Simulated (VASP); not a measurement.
# Ta (P6_3/mmc) in VASP: notebook, part 2 of 2

VASP 6.6.1. Earlier steps stand in the parts before.

### Step 3. Single point, revPBE (19.80 Å³/atom)

This run uses another cell than the first one, of 19.80 Å³/atom.

Input file INCAR:

```
PREC     = Accurate       # precision mode
ENCUT    = 520            # plane-wave cutoff, eV
EDIFF    = 1E-7           # SCF threshold, eV
ISMEAR   = -1             # smearing method
SIGMA    = 0.1            # smearing width, eV
LREAL    = False          # projectors in reciprocal space
LASPH    = True           # aspherical terms in the spheres
NELM     = 80             # most SCF steps
ALGO     = Normal         # electronic algorithm
ISIF     = 2              # what is computed and relaxed
LWAVE    = False          # write WAVECAR
LCHARG   = True           # write CHGCAR
GGA      = RE             # functional
LELF     = True           # ELF
LVHAR    = True         
NBANDS   = 30             # bands
```

Input file KPOINTS:

```
Automatic mesh
0
Gamma
  14 14 4
```

Input file POSCAR:

```
Ta
1.0
    2.9928989937      0.0000000000      0.0000000000
   -1.4964494969      2.5919265595      0.0000000000
    0.0000000000      0.0000000000     10.2071661719
Ta
4
Direct
    1.0000000000      1.0000000000      1.0000000000
    1.0000000000      1.0000000000      0.5000000000
    0.3333333333      0.6666666667      0.2500000000
    0.6666666667      0.3333333333      0.7500000000
```

Potentials or basis: VASP PAW PBE potentials, release 64 (Ta_pv).

On the command line:

```
$ cat potpaw_PBE.64/Ta_pv/POTCAR > POTCAR
$ mpirun -np 1 vasp_std > vasp.out
```

OUTCAR:

```text
PREC = Accurate
   ENCUT = 520
   EDIFF = 1E-7
   ISMEAR = -1
   LREAL = False
   LASPH = True
   NELM = 80
   ISIF = 2
   GGA = RE

 ion  position               nearest neighbor table
   1  0.000  0.000  0.000-   3 3.08   4 3.08   4 3.08   3 3.08   4 3.08   3 3.08
   2  0.000  0.000  0.500-   3 3.08   4 3.08   4 3.08   3 3.08   4 3.08   3 3.08
   3  0.333  0.667  0.250-   1 3.08   2 3.08   1 3.08   2 3.08   1 3.08   2 3.08
   4  0.667  0.333  0.750-   1 3.08   2 3.08   1 3.08   2 3.08   1 3.08   2 3.08

  LATTYP: Found a hexagonal cell.
[... 994 lines left out ...]
  --------------------------------------------------------------------------------------
  -------------------------------------------------------------------------------------
  Total       -3.3200316     -3.3200316     -3.3714269      0.0000000      0.0000000      0.0000000
  in kB      -67.1788955    -67.1788955    -68.2188499      0.0000000      0.0000000      0.0000000
  external PRESSURE =     -67.5255470 kB  Pullay stress =       0.0000000 kB

 VOLUME and BASIS-vectors are now :
 -----------------------------------------------------------------------------
  energy-cutoff  :      520.00
  volume of cell :       79.18
      direct lattice vectors                 reciprocal lattice vectors
     2.992898994  0.000000000  0.000000000     0.334124206  0.192906700  0.000000000
    -1.496449497  2.591926560  0.000000000     0.000000000  0.385813401  0.000000000
     0.000000000  0.000000000 10.207166172     0.000000000  0.000000000  0.097970385

 POSITION                                       TOTAL-FORCE (eV/Angst)
 -----------------------------------------------------------------------------------
      0.00000      0.00000      0.00000        -0.000000      0.000000      0.000000
      0.00000      0.00000      5.10358        -0.000000      0.000000      0.000000
     -0.00000      1.72795      2.55179         0.000000     -0.000000     -0.000000
      1.49645      0.86398      7.65537        -0.000000      0.000000      0.000000
 -----------------------------------------------------------------------------------
    total drift:                               -0.000000      0.000000     -0.000000

  FREE ENERGIE OF THE ION-ELECTRON SYSTEM (eV)
  ---------------------------------------------------
  free  energy   TOTEN  =       -44.6917026727 eV

  energy  without entropy=      -44.5323781017  energy(sigma->0) =      -44.61204039
```

Run time: 83 s. Hardware: 1 thread of Intel Xeon 6975P-C (Granite Rapids), shared host; peak memory 0.27 GiB.

What came out:

```yaml
Free_energy: -44.6917 eV
Pressure: -6.8 GPa
Band_gap_on_the_k_mesh: zero (bands 22 and 23 overlap by 1.03 eV)
```

Caveat: the cell stands under tension; the PAW data sets were made with another functional, which shifts forces and pressure a little; spin-orbit coupling is left out, which moves the levels of the heavy elements.

### Step 4. Single point, revPBE (20.56 Å³/atom)

This run uses another cell than the first one, of 20.56 Å³/atom.

Input file INCAR:

```
SYSTEM = Ta
PREC = Accurate ; ENCUT = 520
EDIFF = 1E-6 ; ISMEAR = -1
SIGMA = 0.1 ; LREAL = .FALSE.
LASPH = .TRUE. ; NELM = 100
ALGO = Normal ; ISIF = 2
LWAVE = .FALSE. ; LCHARG = .FALSE.
GGA = RE ; NBANDS = 30
```

Input file KPOINTS:

```
regular mesh
0
G
  14 14 4
  0 0 0
```

Input file POSCAR:

```
Ta
1.0
    3.0307878133      0.0000000000      0.0000000000
   -1.5153939067      2.6247392398      0.0000000000
    0.0000000000      0.0000000000     10.3363845246
Ta
4
Direct
    1.0000000000      1.0000000000      1.0000000000
    1.0000000000      1.0000000000      0.5000000000
    0.3333333333      0.6666666667      0.2500000000
    0.6666666667      0.3333333333      0.7500000000
```

On the command line:

```
$ cat potpaw_PBE.64/Ta_pv/POTCAR > POTCAR
$ mpirun -np 1 vasp_std > vasp.out
```

Run time: 78 s. Hardware: 1 thread of Intel Xeon 6975P-C (Granite Rapids), shared host; peak memory 0.28 GiB.

It converged, with:

* Free energy: -44.5095 eV
* Pressure: -12.3 GPa
* Band gap on the k mesh: zero (bands 22 and 23 overlap by 1.02 eV)

Levels at points of the mesh, in eV from the Fermi level:
```
           k point  band 20  band 21  band 22  band 23  band 24  band 25
(0.00, 0.00, 0.00)     0.00     0.42     0.42     0.49     0.49     0.85
(0.50, 0.00, 0.00)    -0.86    -0.55     0.47     0.56     1.16     1.83
(0.00, 0.00, 0.50)    -0.33     0.52     0.52     0.52     0.52     0.80
(0.50, 0.00, 0.50)    -0.89     0.18     0.18     1.00     1.00     1.03
```

Caveat: the cell stands under tension; the PAW data sets were made with another functional, which shifts forces and pressure a little; spin-orbit coupling is left out, which moves the levels of the heavy elements.

### Step 5. Overview

| cell | gap on the mesh (eV) | pressure (GPa) |
| --- | --- | --- |
| a = 2.954, b = 2.954, c = 10.075 Å, angles 90.0, 90.0, 120.0°, 4 atoms | none | 0.0 |
| a = 2.993, b = 2.993, c = 10.207 Å, angles 90.0, 90.0, 120.0°, 4 atoms | none | -6.8 |
| a = 3.031, b = 3.031, c = 10.336 Å, angles 90.0, 90.0, 120.0°, 4 atoms | none | -12.3 |

Alike in all rows: task single point; level revPBE; potentials or basis VASP PAW PBE potentials, release 64 (Ta_pv); no spin polarisation; k mesh 14 × 14 × 4; cutoff (eV) 520; smearing fermi-dirac 0.1 eV.

Caveats: the PAW data sets were made with another functional, which shifts forces and pressure a little; spin-orbit coupling is left out, which moves the levels of the heavy elements; the cell stands under tension (at least some runs).

Total energies depend on the potentials used, so only differences within one code and one set of settings carry meaning.
